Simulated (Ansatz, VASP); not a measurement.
Two plane-wave programs on Al

INCAR

```
  ALGO = Normal
  EDIFF = 1E-6
  ENCUT = 520
  GGA = CA
  ISIF = 2
  ISMEAR = 0
  LASPH = T
  LCHARG = F
  LREAL = F
  LWAVE = F
  NBANDS = 8
  NELM = 80
  PREC = Accurate
  SIGMA = 0.15
```

Contents of KPOINTS:

```
k-points
0
Gamma
  20 20 20
```

File POSCAR:

```
Al
1.0
    0.0000000000      2.1251790000      1.9733805000
    2.1251790000      0.0000000000      1.9733805000
    2.1251790000      2.1251790000      0.0000000000
Al
1
Direct
    0.0000000000      0.0000000000      0.0000000000
```

Input for Ansatz:

```yaml
crystal:
  lattice:
    - [0.0, 2.125179, 1.9733805]
    - [2.125179, 0.0, 1.9733805]
    - [2.125179, 2.125179, 0.0]
  atoms:
    - { symbol: Al, position: [0.0, 0.0, 0.0] }
basis:
  ecutwfc: 420
kpoints:
  mp_grid: { grid: [20, 20, 20] }
hamiltonian:
  xc: lda
scf:
  occupations: { method: gaussian, width: 0.15 }
output:
  forces: true
  stress: true
  eigenvalues: true
```

Change from the starting cell: strain +0.050 along x and y, -0.025 along z, atoms carried along.

Alike in both runs: task single point; functional LDA; k mesh 20 × 20 × 20; occupations gaussian, width 0.15 eV; no spin polarisation.

|  | VASP | Ansatz |
| --- | --- | --- |
| version | VASP 6.6.1 | Ansatz 0.2.0 |
| potentials or method | VASP PAW LDA potentials, release 64 (Al), cutoff 520 eV | scalar-relativistic, plane waves, PAW |
| valence electrons in the cell | 3 | 3 |

```csv
,VASP,Ansatz,Ansatz less VASP
gap on the k mesh at the Fermi level (eV),none,none,-
pressure (GPa),-7.4,-7.4,-0.02
"traceless stress, the component that is largest in VASP (GPa)",1.30,1.29,-0.007
```

LDA's correlation is that of Perdew and Zunger in VASP and of Perdew and Wang (1992) in Ansatz. A gap of «none» marks a metal or a gap that the smearing closes.
